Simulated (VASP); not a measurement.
Write the native input for VASP 6.6.1 that does the following.

* Task: single point
* Functional: PBE
* Potentials or basis: VASP PAW PBE potentials, release 64 (Mg, O)
* Cutoff: 520 eV
* k mesh: 10 × 10 × 7
* Occupations: fermi-dirac, width 0.02 eV
* Spin: no spin polarisation
* Dipole correction: no
* Further INCAR settings: ALGO = Normal; EDIFF = 1e-06; NBANDS = 16

The structure of MgO (rocksalt type) lies in POSCAR:

```
MgO
1.0
    2.1269412142      2.1269412142      0.0000000000
   -2.1269412142      2.1269412142      0.0000000000
    0.0000000000      0.0000000000      4.2538824283
Mg O
2 2
Direct
    0.0000000000      0.0000000000      0.0000000000
    0.5000000000      0.5000000000      0.5000000000
    0.5000000000      0.5000000000      0.0000000000
    0.0000000000      0.0000000000      0.5000000000
```

The input as run:

INCAR

```
SYSTEM = MgO
PREC = Accurate
ENCUT = 520
EDIFF = 1E-6
ISMEAR = -1
SIGMA = 0.02
LREAL = .FALSE.
LASPH = .TRUE.
NELM = 60
ALGO = Normal
ISIF = 2
LWAVE = .FALSE.
LCHARG = .FALSE.
GGA = PE
NBANDS = 16
```

KPOINTS

```
regular mesh
0
G
  10 10 7
  0 0 0
```

Potentials or basis: VASP PAW PBE potentials, release 64 (Mg, O).

Command:

```console
$ cat potpaw_PBE.64/Mg/POTCAR potpaw_PBE.64/O/POTCAR > POTCAR
$ mpirun -np 1 vasp_std > vasp.out
```

It gave:

| Quantity | Value |
| --- | --- |
| Pressure | -0.8 GPa |
| Band gap on the k mesh | 4.44 eV |

Run time: 12 s on 1 thread of Intel(R) Xeon(R) 6975P-C (Granite Rapids), on a shared host, peak memory 0.17 GiB.
